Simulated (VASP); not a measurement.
Crystal: Ta.

```
Ta
1.0
    -2.59106    2.59106    1.41347
     2.59106   -2.59106    1.41347
     2.59106    2.59106   -1.41347
Ta
2
Direct
  0.00000 0.00000 0.00000
  0.75000 0.25000 0.50000
```

* Program: VASP 6.6.1
* Task: relaxation of cell and atoms
* Functional: PBE
* Potentials or basis: VASP PAW PBE potentials, release 64 (Ta_pv)
* Cutoff: 600 eV
* k mesh: 8 × 8 × 8
* Occupations: gaussian, width 0.1 eV
* Spin: no spin polarisation

At the start: pressure 6.0 GPa; volume 18.98 Å³/atom.

Where does the relaxation end?

Over 6 steps the energy falls by 19.3 meV/atom and the volume is 19.66 Å³/atom (+3.6 %); space group I4_1/amd (No. 141, to 0.1 Å) before and after.

The path:
```
step  energy change (eV)  largest force (eV/Å)  pressure (GPa)  volume (Å³)
   1              0.0000                0.0000            6.01        37.96
   2              0.0439                0.0000           -9.34        41.99
   3             -0.0339                0.0000           -0.87        39.51
   4             -0.0339                0.0000           -0.74        39.47
   5             -0.0380                0.0000            0.28        39.27
   6             -0.0385                0.0000            0.02        39.32
```

Final structure:
```yaml
crystal:
  lattice:
    - [-2.64654, 2.64654, 1.40337]
    - [2.64654, -2.64654, 1.40337]
    - [2.64654, 2.64654, -1.40337]
  atoms:
    - { symbol: Ta, position: [0.00000, 0.00000, 0.00000] }
    - { symbol: Ta, position: [0.75000, 0.25000, 0.50000] }
```
